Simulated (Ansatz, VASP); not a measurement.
**Two plane-wave programs on TePb**

Contents of INCAR:

```
ALGO = Normal
EDIFF = 1E-6
ENCUT = 520
GGA = PE
GGA_COMPAT = False
ISIF = 2
ISMEAR = 0
LASPH = True
LCHARG = False
LORBIT = 11
LORBMOM = True
LREAL = False
LSORBIT = True
LWAVE = False
MAGMOM = 0 0 0 0 0 0
NBANDS = 32
NELM = 150
PREC = Accurate
SIGMA = 0.05
```

File KPOINTS:

```
k-points
0
Gamma
  6 6 6
```

The input POSCAR:

```
TePb
1.0
    0.0000000000      3.3021076488      3.3021076488
    3.3021076488      0.0000000000      3.3021076488
    3.3021076488      3.3021076488      0.0000000000
Pb Te
1 1
Direct
    0.5000000000      0.5000000000      0.5000000000
    0.0000000000      0.0000000000      0.0000000000
```

Input for Ansatz:

```yaml
crystal:
  lattice:
    - [0.0, 3.3021076488, 3.3021076488]
    - [3.3021076488, 0.0, 3.3021076488]
    - [3.3021076488, 3.3021076488, 0.0]
  atoms:
    - { symbol: Pb, position: [0.5, 0.5, 0.5] }
    - { symbol: Te, position: [0.0, 0.0, 0.0] }
basis:
  ecutwfc: 420
  ecutrho_ratio: 4
kpoints:
  mp_grid: { grid: [6, 6, 6] }
hamiltonian:
  xc: pbe
scf:
  occupations: { method: gaussian, width: 0.05 }
output:
  forces: true
  stress: true
  eigenvalues: true
  populations: true
magnetization:
  noncollinear: true
  spin_orbit: true
```

Alike in both runs: task single point; functional PBE; k mesh 6 × 6 × 6; occupations gaussian, width 0.05 eV; non-collinear spin, spin-orbit coupling.

```csv
,VASP,Ansatz
version,VASP 6.6.1,Ansatz 0.2.0
potentials or method,"VASP PAW PBE potentials, release 64 (Pb_d, Te), cutoff 520 eV","plane waves, PAW"
valence electrons in the cell,20,30
```

|  | VASP | Ansatz | Ansatz less VASP |
| --- | --- | --- | --- |
| pressure (GPa) | -0.6 | -0.7 | -0.06 |
| net moment per atom (μB) | 0.00 | 0.00 | 0.000 |

VASP's potentials hold 20 valence electrons a cell and Ansatz's 30, so a difference there can come from the potentials and not from the codes.
